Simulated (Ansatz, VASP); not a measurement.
## Two plane-wave programs on Cu

Contents of INCAR:

```
PREC     = Accurate       # precision mode
ENCUT    = 520            # plane-wave cutoff, eV
EDIFF    = 1E-7           # SCF threshold, eV
ISMEAR   = 0              # smearing method
SIGMA    = 0.15           # smearing width, eV
LREAL    = F              # projectors in reciprocal space
LASPH    = T              # aspherical terms in the spheres
NELM     = 80             # most SCF steps
ALGO     = Fast           # electronic algorithm
ISIF     = 2              # what is computed and relaxed
LWAVE    = F              # write WAVECAR
LCHARG   = F              # write CHGCAR
GGA      = PE             # functional
NBANDS   = 12             # bands
```

KPOINTS

```
regular mesh
0
Gamma
  22 22 22
```

Contents of POSCAR:

```
Cu
1.0
   -1.4487000000      1.4487000000      1.4280500000
    1.4487000000     -1.4487000000      1.4280500000
    1.4487000000      1.4487000000     -1.4280500000
Cu
1
Direct
    0.0000000000      0.0000000000      0.0000000000
```

Input for Ansatz:

```yaml
crystal:
  lattice:
    - [-1.4487, 1.4487, 1.42805]
    - [1.4487, -1.4487, 1.42805]
    - [1.4487, 1.4487, -1.42805]
  atoms:
    - { symbol: Cu, position: [0.0, 0.0, 0.0] }
basis:
  ecutwfc: 520.0
kpoints:
  mp_grid: { grid: [22, 22, 22] }
hamiltonian:
  xc: pbe
  pseudopotentials: { kind: paw, azcp: { folder: soft_1 } }
scf:
  occupations: { method: gaussian, width: 0.15 }
output:
  forces: true
  stress: true
  eigenvalues: true
```

Alike in both runs: task single point; functional PBE; k mesh 22 × 22 × 22; occupations gaussian, width 0.15 eV; no spin polarisation.

|  | VASP | Ansatz |
| --- | --- | --- |
| version | VASP 6.6.1 | Ansatz 0.2.0 |
| potentials or method | VASP PAW PBE potentials, release 64 (Cu), cutoff 520 eV | scalar-relativistic, plane waves, PAW |
| valence electrons in the cell | 11 | 19 |

VASP gave:

```
gap on the k mesh at the Fermi level (eV)                     : none
pressure (GPa)                                                : 1.1
traceless stress, the component that is largest in VASP (GPa) : -0.16
```

Question: Estimate Ansatz's values.

Answer: gap on the k mesh at the Fermi level (eV): none; pressure (GPa): 0.1; traceless stress, the component that is largest in VASP (GPa): -0.16.

A gap of «none» marks a metal or a gap that the smearing closes. VASP's potentials hold 11 valence electrons a cell and Ansatz's 19, so a difference there can come from the potentials and not from the codes.
